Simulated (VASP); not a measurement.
Runs of VASP 6.6.1 on Ir. The structure is that of space group Fd-3m (No. 227), or close to it. The cells are those of the table. 

| cell | k mesh | gap on the mesh (eV) | pressure (GPa) |
| --- | --- | --- | --- |
| a = 4.045 Å, angles 60.0°, 2 atoms | 11 × 11 × 11 | none | (a) |
| a = 3.895 Å, angles 60.0°, 2 atoms | 16 × 16 × 16 | none | (b) |
| a = 3.996 Å, angles 60.0°, 2 atoms | 11 × 11 × 11 | none | -13.2 |
| a = 3.788 Å, angles 60.0°, 2 atoms | 11 × 11 × 11 | none | 19.9 |
| a = 3.895 Å, angles 60.0°, 2 atoms | 11 × 11 × 11 | none | -0.5 |

Alike in all rows: task single point; level PBEsol; potentials or basis VASP PAW PBE potentials, release 64 (Ir); no spin polarisation; cutoff (eV) 520; smearing fermi-dirac 0.1 eV.

**Question.** Fill in the values left out.

**Answer.** (a) -17.6; (b) -0.4.

Caveats: the PAW data sets were made with another functional, which shifts forces and pressure a little; spin-orbit coupling is left out, which moves the levels of the heavy elements.

A k mesh can miss the band edges, and the runs leave out spin-orbit coupling on Ir.

A gap of «none» marks levels without a gap at the run's occupations.
